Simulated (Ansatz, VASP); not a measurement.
# One calculation of SiCl, two programs

```xyz
2
Lattice="0.0000 2.8611 2.8611 2.8611 0.0000 2.8611 2.8611 2.8611 0.0000" Properties=species:S:1:pos:R:3 pbc="T T T"
Si    2.8611    2.8611    2.8611
Cl    0.0000    0.0000    0.0000
```

Change from the starting cell: species swapped into the CsH type (Fm-3m, No. 225).

Alike in both runs: functional PBE; k mesh 16 × 16 × 16; occupations gaussian, width 0.1 eV; no spin polarisation.

Ansatz relaxed the structure, and its values are those at the end. VASP's run is a single point on that final structure, the one shown.

|  | VASP | Ansatz |
| --- | --- | --- |
| version | VASP 6.6.1 | Ansatz 0.2.0 |
| potentials or method | VASP PAW PBE potentials, release 64 (Si, Cl), cutoff 520 eV | scalar-relativistic, plane waves, PAW |
| valence electrons in the cell | 11 | 11 |

|  | VASP | Ansatz | Ansatz less VASP |
| --- | --- | --- | --- |
| gap on the k mesh at the Fermi level (eV) | none | none | - |
| pressure (GPa) | 0.0 | 0.0 | 0.00 |

A gap of «none» marks a metal or a gap that the smearing closes. With one functional, cell and mesh, what is left measures potentials, basis and numerics.
